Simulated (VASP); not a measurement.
# Ta2Si (P-3m1) in VASP: notebook, part 2 of 2

VASP 6.6.1. Earlier steps stand in the parts before.

## 3. Single point, PBEsol

This run uses another cell than the first one, of 17.11 Å³/atom.

The input, INCAR:

```
PREC = Accurate ; ENCUT = 520
EDIFF = 1E-6 ; ISMEAR = 0
SIGMA = 0.1 ; LREAL = F
LASPH = T ; NELM = 100
ALGO = Normal ; ISIF = 2
LWAVE = F ; LCHARG = T
GGA = PS ; LELF = T
LVHAR = T ; NBANDS = 20
```

The input, KPOINTS:

```
regular mesh
0
Gamma
  6 6 4
```

The input, POSCAR:

```
Ta2Si
1.0
    3.2596821700      0.0000000000      0.0000000000
   -1.6298410850      2.8229675675      0.0000000000
    0.0000000000      0.0000000000      5.5794092111
Ta Si
2 1
Direct
    0.3333333333      0.6666666667      0.3104850237
    0.6666666667      0.3333333333      0.6895149763
    0.0000000000      0.0000000000      0.0000000000
```

Potentials or basis: VASP PAW PBE potentials, release 64 (Ta_pv, Si).

On the command line:

```
$ cat potpaw_PBE.64/Ta_pv/POTCAR potpaw_PBE.64/Si/POTCAR > POTCAR
$ mpirun -np 1 vasp_std > vasp.out
```

OUTCAR:

```text
PREC = Accurate
   ENCUT = 520
   EDIFF = 1E-6
   ISMEAR = 0
   LREAL = F
   LASPH = T
   NELM = 100
   ISIF = 2
   GGA = PS

 ion  position               nearest neighbor table
   1  0.333  0.667  0.310-   3 2.56   3 2.56   3 2.56   2 2.83   2 2.83   2 2.83
   2  0.667  0.333  0.690-   3 2.56   3 2.56   3 2.56   1 2.83   1 2.83   1 2.83
   3  0.000  0.000  0.000-   1 2.56   2 2.56   2 2.56   1 2.56   2 2.56   1 2.56

  LATTYP: Found a hexagonal cell.
 ALAT       =     3.2596821700
 C/A-ratio  =     1.7116420927

  Lattice vectors:

 A1 = (   3.2596821700,   0.0000000000,   0.0000000000)
 A2 = (  -1.6298410850,   2.8229675675,   0.0000000000)
 A3 = (   0.0000000000,   0.0000000000,   5.5794092111)

Analysis of symmetry for initial positions (statically):
=====================================================================
 Subroutine PRICEL returns:
 Original cell was already a primitive cell.

 Routine SETGRP: Setting up the symmetry group for a
 hexagonal supercell.

 Subroutine GETGRP returns: Found 12 space group operations
 (whereof 12 operations were pure point group operations)
 out of a pool of 24 trial point group operations.

The static configuration has the point symmetry D_3d.

Analysis of symmetry for dynamics (positions and initial velocities):
=====================================================================
 Subroutine PRICEL returns:
 Original cell was already a primitive cell.

 Routine SETGRP: Setting up the symmetry group for a
 hexagonal supercell.

 Subroutine GETGRP returns: Found 12 space group operations
 (whereof 12 operations were pure point group operations)
 out of a pool of 24 trial point group operations.

The dynamic configuration has the point symmetry D_3d.

[... 110 lines left out ...]
   NELECT =      26.0000    total number of electrons
   NUPDOWN=      -1.0000    fix difference up-down
   EMIN   =  10.00;   EMAX   =-10.00  energy-range for DOS
   EFERMI =   0.00;   METHOD = LEGACY
   ISMEAR =     0;   SIGMA  =   0.10  broadening in eV -4-tet -1-fermi 0-gaus
   EFERMI_NEDOS =   21; number of points for ismear=-14 and -15
   IALGO  =     38    algorithm
   IMIX   =      4    mixing-type and parameters
     AMIX     =   0.40;   BMIX     =  1.00
     AMIX_MAG =   1.60;   BMIX_MAG =  1.00
  volume/ion in A,a.u.               =      17.11       115.49
  Fermi-wavevector in a.u.,A,eV,Ry     =   1.304897  2.465897 23.167397  1.702756
  Thomas-Fermi vector in A             =   2.435802
   LORBIT       =      0    0 simple, 1 ext, 2 COOP (PROOUT), +10 PAW based schemes
   GGA     = PS    functional components
   LHFCALC =     F    Hartree Fock is set to
   AEXX    =    0.0000 exact exchange contribution
   IVDW    =     0    specifies the selected vdW correction
   LEPSILON=     F    determine dielectric tensor
   LRPA    =     F    only Hartree local field effects (RPA)
 non-spin polarized calculation
 Gauss-broadening in eV      SIGMA  =   0.10
  energy-cutoff  :      520.00
  volume of cell :       51.34
 maximum number of plane-waves:      1404
   NGX = 13   NGY = 13   NGZ = 21

 number of electron      25.9999996 magnetization

 Free energy of the ion-electron system (eV)
  ---------------------------------------------------
  ext. energy  EPLUGINS =         0.00000000
  ---------------------------------------------------
  free energy    TOTEN  =       -30.87450424 eV

  energy without entropy =      -30.86499125  energy(sigma->0) =      -30.86974775

 E-fermi :   6.6916     XC(G=0): -12.1679

 val. band max:        6.6476680580   @ k =   0.3333  -0.0000   0.0000
 cond. band min:       6.7323491178   @ k =   0.5000   0.0000   0.2500
 fundamental gap:      0.0846810598
 Fermi energy:         6.6916044395

 k-point     1 :       0.0000    0.0000    0.0000
  band No.  band energies     occupation
      1     -27.9392      2.00000
      2     -27.4637      2.00000
      3     -27.4637      2.00000
      4     -27.2884      2.00000
      5     -27.2884      2.00000
      6     -27.2494      2.00000
[... 541 lines left out ...]
     19      11.9656      0.00000
     20      11.9656      0.00000

------------------------ aborting loop because EDIFF is reached ----------------------------------------

  FORCE on cell =-STRESS in cart. coord.  units (eV):
  Direction    XX          YY          ZZ          XY          YZ          ZX
  --------------------------------------------------------------------------------------
  -------------------------------------------------------------------------------------
  Total        0.0851724      0.0851724      0.1031937      0.0000000     -0.0000000     -0.0000000
  in kB        2.6579105      2.6579105      3.2202860      0.0000000     -0.0000000     -0.0000000
  external PRESSURE =       2.8453690 kB  Pullay stress =       0.0000000 kB

 VOLUME and BASIS-vectors are now :
 -----------------------------------------------------------------------------
  energy-cutoff  :      520.00
  volume of cell :       51.34
      direct lattice vectors                 reciprocal lattice vectors
     3.259682170  0.000000000  0.000000000     0.306778375  0.177118578  0.000000000
    -1.629841085  2.822967568  0.000000000     0.000000000  0.354237155  0.000000000
     0.000000000  0.000000000  5.579409211     0.000000000  0.000000000  0.179230446

 POSITION                                       TOTAL-FORCE (eV/Angst)
 -----------------------------------------------------------------------------------
     -0.00000      1.88198      1.73232         0.000000     -0.000000      0.031863
      1.62984      0.94099      3.84709        -0.000000      0.000000     -0.031863
      0.00000      0.00000      0.00000         0.000000      0.000000      0.000000
 -----------------------------------------------------------------------------------
    total drift:                                0.000000     -0.000000      0.000000

  FREE ENERGIE OF THE ION-ELECTRON SYSTEM (eV)
  ---------------------------------------------------
  free  energy   TOTEN  =       -30.8745042437 eV

  energy  without entropy=      -30.8649912514  energy(sigma->0) =      -30.86974775
```

OSZICAR:

```text
N       E                     dE             d eps       ncg     rms          rms(c)
DAV:   1     0.192487788528E+03    0.19249E+03   -0.14119E+04   960   0.126E+03
DAV:   2    -0.260188172241E+02   -0.21851E+03   -0.21427E+03  1128   0.361E+02
DAV:   3    -0.323499968149E+02   -0.63312E+01   -0.62055E+01  1200   0.554E+01
DAV:   4    -0.324335886087E+02   -0.83592E-01   -0.83449E-01  1140   0.607E+00
DAV:   5    -0.324345957364E+02   -0.10071E-02   -0.10070E-02  1156   0.653E-01    0.206E+01
DAV:   6    -0.311247008602E+02    0.13099E+01   -0.40362E+00  1112   0.116E+01    0.936E+00
DAV:   7    -0.308963971563E+02    0.22830E+00   -0.10189E+00   992   0.611E+00    0.280E+00
DAV:   8    -0.308780973657E+02    0.18300E-01   -0.83538E-02  1268   0.186E+00    0.572E-01
DAV:   9    -0.308745378850E+02    0.35595E-02   -0.11278E-02  1076   0.891E-01    0.157E-01
DAV:  10    -0.308745177325E+02    0.20153E-04   -0.57245E-04  1160   0.198E-01    0.866E-02
DAV:  11    -0.308745127998E+02    0.49327E-05   -0.14734E-04  1196   0.114E-01    0.255E-02
DAV:  12    -0.308745046387E+02    0.81611E-05   -0.26545E-05  1116   0.514E-02    0.112E-02
DAV:  13    -0.308745042437E+02    0.39500E-06   -0.30970E-06   944   0.139E-02
   1 F= -.30874504E+02 E0= -.30869748E+02  d E =-.951299E-02
```

It took 8.2 s on 1 thread of Intel Xeon 6975P-C (Granite Rapids), shared host; peak memory 0.17 GiB.

What came out:

- Free energy: -30.8745 eV
- Pressure: 0.3 GPa
- Largest force: 0.032 eV/Å
- Band gap on the k mesh: zero (bands 13 and 14 overlap by 0.96 eV)

Forces on the atoms (eV/Å):
```
Ta   0.000  0.000  0.032
Ta   0.000  0.000 -0.032
Si   0.000  0.000  0.000
```

Caveat: the k points lie up to 0.37 Å⁻¹ apart, too coarse for converged energies and pressures of a metal; the PAW data sets were made with another functional, which shifts forces and pressure a little; spin-orbit coupling is left out, which moves the levels of the heavy elements.

## 4. Relaxation of cell and atoms, PBEsol

The input, INCAR:

```
SYSTEM = Ta2Si
ALGO = Normal
EDIFF = 1E-6
EDIFFG = -0.05
ENCUT = 600
GGA = PS
IBRION = 2
ISIF = 3
ISMEAR = 0
LASPH = .True.
LCHARG = .False.
LREAL = .False.
LWAVE = .False.
NELM = 60
NSW = 80
PREC = Accurate
SIGMA = 0.1
```

The input, KPOINTS:

```
k-points
0
Gamma
  6 6 4
  0 0 0
```

The input, POSCAR:

```
Ta2Si
1.0
    3.2705910857      0.0000000000      0.0000000000
   -1.6352955428      2.8324149656      0.0000000000
    0.0000000000      0.0000000000      5.1997666090
Ta Si
2 1
Direct
    0.3333333333      0.6666666667      0.2528761935
    0.6666666667      0.3333333333      0.7471238065
    0.0000000000      0.0000000000      0.0000000000
```

On the command line:

```
$ cat potpaw_PBE.64/Ta_pv/POTCAR potpaw_PBE.64/Si/POTCAR > POTCAR
$ mpirun -np 1 vasp_std > vasp.out
```

Wall time 1.9 min (1 thread of Intel Xeon 6975P-C (Granite Rapids), shared host); peak memory 0.2 GiB.

The run converged. Its results:

```yaml
Free_energy: -30.8743 eV
Relaxed_volume: 17.15 Å³/atom
Relaxed_cell: a = 3.253 Å, b = 3.253 Å, c = 5.612 Å, α = 90.00°, β = 90.00°, γ = 120.00°
Space_group_after_relaxing_to_0.1_Å: P-3m1 (No. 164)
Energy_gained_by_relaxing: 570.4 meV/atom
Ionic_steps: 17
Pressure_after_relaxing: -0.1 GPa
Largest_force_after_relaxing: 0.046 eV/Å
Band_gap_on_the_k_mesh: zero (bands 13 and 14 overlap by 1.00 eV)
```

Forces on the atoms (eV/Å):
```
Ta   0.000  0.000 -0.046
Ta   0.000  0.000  0.046
Si   0.000  0.000  0.000
```

The path:
```csv
step,energy change (eV),largest force (eV/Å),pressure (GPa),volume (Å³)
1,0.0000,5.6033,32.32,48.17
2,1.3087,0.1047,-31.07,74.44
3,-1.2232,1.5714,-10.60,56.78
4,-1.2429,1.8353,-7.74,55.83
5,-1.2441,1.9483,-6.52,55.45
6,-1.6081,0.9229,0.19,52.11
7,-1.6423,0.4123,4.26,50.83
8,-1.6689,0.2373,-3.37,52.85
9,-1.6790,0.0454,-1.02,52.15
10,-1.6936,0.0363,-0.51,51.89
11,-1.6981,0.0107,-0.18,51.72
12,-1.7077,0.1084,0.51,51.36
13,-1.6945,0.0508,2.66,50.57
14,-1.7094,0.1343,1.01,51.18
15,-1.7094,0.1266,1.21,51.12
16,-1.6992,0.1578,-3.06,52.22
17,-1.7113,0.0460,-0.06,51.44
```

Final structure:
```
Ta Si
1.0
     3.25332    0.00000    0.00000
    -1.62666    2.81746    0.00000
     0.00000    0.00000    5.61239
Ta Si
2 1
Direct
  0.33333 0.66667 0.31249
  0.66667 0.33333 0.68751
  0.00000 0.00000 0.00000
```

Levels at points of the mesh, in eV from the Fermi level:
```csv
k point,band 11,band 12,band 13,band 14,band 15,band 16
"(0.00, 0.00, 0.00)",-0.65,-0.52,-0.52,0.34,1.09,1.67
"(0.50, 0.00, 0.00)",-2.04,-1.71,0.79,1.14,2.94,3.00
"(0.00, 0.00, 0.50)",-1.16,-0.48,-0.48,0.82,2.36,2.59
"(0.50, 0.00, 0.50)",-1.42,-0.86,-0.46,-0.22,-0.11,3.26
```

Caveat: the k points lie up to 0.37 Å⁻¹ apart in the final cell, too coarse for converged energies and pressures of a metal; the PAW data sets were made with another functional, which shifts forces and pressure a little; spin-orbit coupling is left out, which moves the levels of the heavy elements; the relaxation stopped at a loose force limit of 0.05 eV/Å, so its end isn't a converged minimum. Zero-point motion and thermal expansion aren't in these numbers.

## 5. Single point, PBEsol

This run uses another cell than the first one, of 17.16 Å³/atom.

The input, INCAR:

```
ALGO     = Fast           # electronic algorithm
EDIFF    = 1E-6           # SCF threshold, eV
ENCUT    = 520            # plane-wave cutoff, eV
GGA      = PS             # functional
ISIF     = 2              # what is computed and relaxed
ISMEAR   = 0              # smearing method
LASPH    = True           # aspherical terms in the spheres
LCHARG   = False          # write CHGCAR
LREAL    = False          # projectors in reciprocal space
LWAVE    = False          # write WAVECAR
NBANDS   = 20             # bands
NELM     = 100            # most SCF steps
PREC     = Accurate       # precision mode
SIGMA    = 0.1            # smearing width, eV
```

The input, KPOINTS:

```
k-points
0
Gamma
  12 12 8
```

The input, POSCAR:

```
Ta2Si
1.0
    3.2897364399      0.0000000000      0.0000000000
   -1.6448682200      2.8489953287      0.0000000000
    0.0000000000      0.0000000000      5.4916104175
Ta Si
2 1
Direct
    0.3333333333      0.6666666667      0.3098796411
    0.6666666667      0.3333333333      0.6901203589
    0.0000000000      0.0000000000      0.0000000000
```

On the command line:

```
$ cat potpaw_PBE.64/Ta_pv/POTCAR potpaw_PBE.64/Si/POTCAR > POTCAR
$ mpirun -np 1 vasp_std > vasp.out
```

Run time: 43 s. Hardware: 1 thread of Intel Xeon 6975P-C (Granite Rapids), shared host; peak memory 0.24 GiB.

The run converged. Its results:

```yaml
Free_energy: -30.9087 eV
Pressure: 0.2 GPa
Largest_force: 0.030 eV/Å
Band_gap_on_the_k_mesh: zero (bands 13 and 14 overlap by 1.05 eV)
```

Forces in eV/Å, atoms in the order of the input:
```
Ta   0.000  0.000  0.030
Ta   0.000  0.000 -0.030
Si   0.000  0.000  0.000
```

Levels at points of the mesh, in eV from the Fermi level:
```
           k point  band 11  band 12  band 13  band 14  band 15  band 16
(0.00, 0.00, 0.00)    -0.77    -0.61    -0.61     0.75     1.14     1.55
(0.50, 0.00, 0.00)    -1.99    -1.88     0.81     1.51     2.96     3.32
(0.00, 0.00, 0.50)    -1.35    -0.54    -0.54     0.91     2.55     2.55
(0.50, 0.00, 0.50)    -1.29    -0.68    -0.67    -0.24    -0.14     3.61
```

Caveat: the PAW data sets were made with another functional, which shifts forces and pressure a little; spin-orbit coupling is left out, which moves the levels of the heavy elements.

## 6. The runs side by side

```csv
task,cell,k mesh,cutoff (eV),gap on the mesh (eV),pressure (GPa),largest force (eV/Å)
single point,"a = 3.271, b = 3.271, c = 5.200 Å, angles 90.0, 90.0, 120.0°, 3 atoms, atomic positions A",6 × 6 × 4,520,none,32.3,5.60
single point,"a = 3.260, b = 3.260, c = 5.579 Å, angles 90.0, 90.0, 120.0°, 3 atoms, atomic positions B",6 × 6 × 4,520,none,0.3,0.03
relaxation of cell and atoms,"relaxed from a = 3.271, b = 3.271, c = 5.200 Å, angles 90.0, 90.0, 120.0°, 3 atoms, atomic positions A",6 × 6 × 4,600,none,-0.1,0.05
single point,"a = 3.290, b = 3.290, c = 5.492 Å, angles 90.0, 90.0, 120.0°, 3 atoms, atomic positions C",12 × 12 × 8,520,none,0.2,0.03
```

Alike in all rows: level PBEsol; potentials or basis VASP PAW PBE potentials, release 64 (Ta_pv, Si); no spin polarisation; smearing gaussian 0.1 eV.

Caveats: some runs use coarse meshes; the PAW data sets were made with another functional, which shifts forces and pressure a little; spin-orbit coupling is left out, which moves the levels of the heavy elements; the relaxation stopped at a loose force limit of 0.05 eV/Å, so its end isn't a converged minimum (at least some runs).

Total energies depend on the potentials used, so only differences within one code and one set of settings carry meaning.

The gap in the log of VASP goes by the Fermi energy; the results here count the filled bands.